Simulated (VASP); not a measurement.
## Hf: single point with LDA

The system is Hf, a slab with vacuum.

```
Hf
1.0
     3.11737    0.00000    0.00000
    -1.55869    2.69972    0.00000
     0.00000    0.00000   23.42440
Hf
4
Direct
  0.83333 0.16667 0.34152
  0.16667 0.83333 0.44717
  0.83333 0.16667 0.55283
  0.16667 0.83333 0.65848
```

| Property | Result |
| --- | --- |
| Program | VASP 6.6.1 |
| Task | single point |
| Functional | LDA |
| Potentials or basis | VASP PAW LDA potentials, release 64 (Hf_pv) |
| Cutoff | 520 eV |
| k mesh | 15 × 15 × 1 |
| Occupations | fermi-dirac, width 0.1 eV |
| Spin | no spin polarisation |

The largest force is 0.863 eV/Å. The band gap on the k mesh is zero (bands 20 and 21 overlap by 1.47 eV).

Forces in eV/Å, atoms in the order of the input:
```
Hf   0.000  0.000  0.611
Hf   0.000  0.000 -0.863
Hf   0.000  0.000  0.863
Hf   0.000  0.000 -0.611
```

Levels at points of the mesh, in eV from the Fermi level:
```
           k point  band 16  band 17  band 18  band 19  band 20  band 21  band 22  band 23  band 24  band 25
(0.00, 0.00, 0.00)    -3.98    -0.18     0.00     0.51     0.83     1.12     1.12     1.16     1.16     1.20
```

It took 3.2 min on 1 thread of Intel(R) Xeon(R) Platinum 8488C (Sapphire Rapids), with other jobs on the host, peak memory 0.3 GiB.

Caveat: spin-orbit coupling is left out, which moves the levels of the heavy elements.
